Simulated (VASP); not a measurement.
Set up this calculation in VASP 6.6.1, as the native input.

```
Task                   : single point
Functional             : PBE
Potentials or basis    : VASP PAW PBE potentials, release 64 (Si)
Cutoff                 : 520 eV
k mesh                 : 12 × 12 × 12
Occupations            : gaussian, width 0.05 eV
Spin                   : no spin polarisation
Dipole correction      : no
Further INCAR settings : ALGO = Normal; EDIFF = 1e-06; NBANDS = 16
```

The structure of Si lies in POSCAR:

```
Si
1.0
   -3.3300765408      3.3300765408      2.0003769781
    3.3300765408     -3.3300765408      2.0003769781
    3.3300765408      3.3300765408     -2.0003769781
Si
4
Direct
    0.1786105079      0.1786105079      0.3572210158
    0.8213894921      0.8213894921      0.6427789842
    0.1786105079      0.8213894921      0.0000000000
    0.8213894921      0.1786105079      0.0000000000
```

One way to write it, as run:

INCAR

```
PREC     = Accurate       # precision mode
ENCUT    = 520            # plane-wave cutoff, eV
EDIFF    = 1E-6           # SCF threshold, eV
ISMEAR   = 0              # smearing method
SIGMA    = 0.05           # smearing width, eV
LREAL    = False          # projectors in reciprocal space
LASPH    = True           # aspherical terms in the spheres
NELM     = 80             # most SCF steps
ALGO     = Normal         # electronic algorithm
ISIF     = 2              # what is computed and relaxed
LWAVE    = False          # write WAVECAR
LCHARG   = False          # write CHGCAR
GGA      = PE             # functional
NBANDS   = 16             # bands
```

KPOINTS

```
regular mesh
0
Gamma
  12 12 12
```

Potentials or basis: VASP PAW PBE potentials, release 64 (Si).

The run is started by

```bash
$ cat potpaw_PBE.64/Si/POTCAR > POTCAR
$ mpirun -np 1 vasp_std > vasp.out
```

Results of the run:

The pressure is -2.0 GPa and the largest force is 0.347 eV/Å. The band gap on the k mesh is 0.02 eV.

Caveat: the stress differs along the axes, from -6 to 0 GPa; the smearing spreads over this small gap.

Wall time 3 min on 1 thread of AMD EPYC 7R13 Processor (Zen 3), on a shared host, peak memory 0.3 GiB.
